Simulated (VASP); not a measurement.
Write the native input for VASP 6.6.1 that does the following.

```
Task                   : single point
Functional             : PBE
Dispersion             : D3(BJ)
Potentials or basis    : VASP PAW PBE potentials, release 64 (Ge_d)
Cutoff                 : 520 eV
k mesh                 : 2 × 2 × 2
Occupations            : fermi-dirac, width 0.36 eV
Spin                   : no spin polarisation
Dipole correction      : no
Further INCAR settings : LREAL = Auto; ALGO = Normal; EDIFF = 1e-06; NBANDS = 126
```

The structure of Ge lies in POSCAR:

```
Ge
1.0
    0.0000000000      5.8427050000      5.8427050000
    5.8427050000      0.0000000000      5.8427050000
    5.8427050000      5.8427050000      0.0000000000
Ge
16
Direct
   -0.0336573556      0.0255960210      0.0104318120
    0.1469524818      0.1048486959      0.1308298126
    0.0228062173     -0.0254590981      0.5038505281
    0.1376845143      0.0737415290      0.6254722770
    0.0276498642      0.4473527245     -0.0031748993
    0.1000906258      0.6671909672      0.0708233601
   -0.0007445182      0.4361935097      0.5012661088
    0.1377358604      0.6128582566      0.6611064567
    0.4950960214      0.0231741976     -0.0318345698
    0.5986952961      0.1356734595      0.1302650057
    0.4910482388     -0.0020281702      0.4930678513
    0.6210736294      0.1019647578      0.5950411667
    0.5222067518      0.4903721821      0.0019682664
    0.6050707677      0.6022467333      0.1764508049
    0.4697139424      0.4904919896      0.5270503987
    0.6408675434      0.6341925529      0.6537896402
```

These files were run (other wordings do the same):

INCAR

```
SYSTEM = Ge
PREC = Accurate
ENCUT = 520
EDIFF = 1E-6
ISMEAR = -1
SIGMA = 0.36
LREAL = Auto
LASPH = .True.
NELM = 60
ALGO = Normal
ISIF = 2
LWAVE = .False.
LCHARG = .True.
GGA = PE
IVDW = 12
LELF = .True.
LVHAR = .True.
NBANDS = 126
```

KPOINTS

```
regular mesh
0
Gamma
  2 2 2
  0 0 0
```

Potentials or basis: VASP PAW PBE potentials, release 64 (Ge_d).

Command:

```bash
$ cat potpaw_PBE.64/Ge_d/POTCAR > POTCAR
$ mpirun -np 1 vasp_std > vasp.out
```

Results of the run:

```yaml
Pressure: 2.4 GPa
Largest_force: 2.991 eV/Å
Band_gap_on_the_k_mesh: zero (bands 112 and 113 overlap by 0.22 eV)
Dispersion_energy_per_atom: -0.293 eV
```

Caveat: the k points lie up to 0.47 Å⁻¹ apart; so wide a smearing shifts energies and pressures; semilocal functionals underestimate gaps, and a narrow one can read as zero; forces of over 1 eV/Å act on the atoms, so gaps and moduli don't describe the material at rest.

Wall time 11 min on 1 thread of Intel(R) Xeon(R) 6975P-C (Granite Rapids) (shared host), peak memory 0.68 GiB.
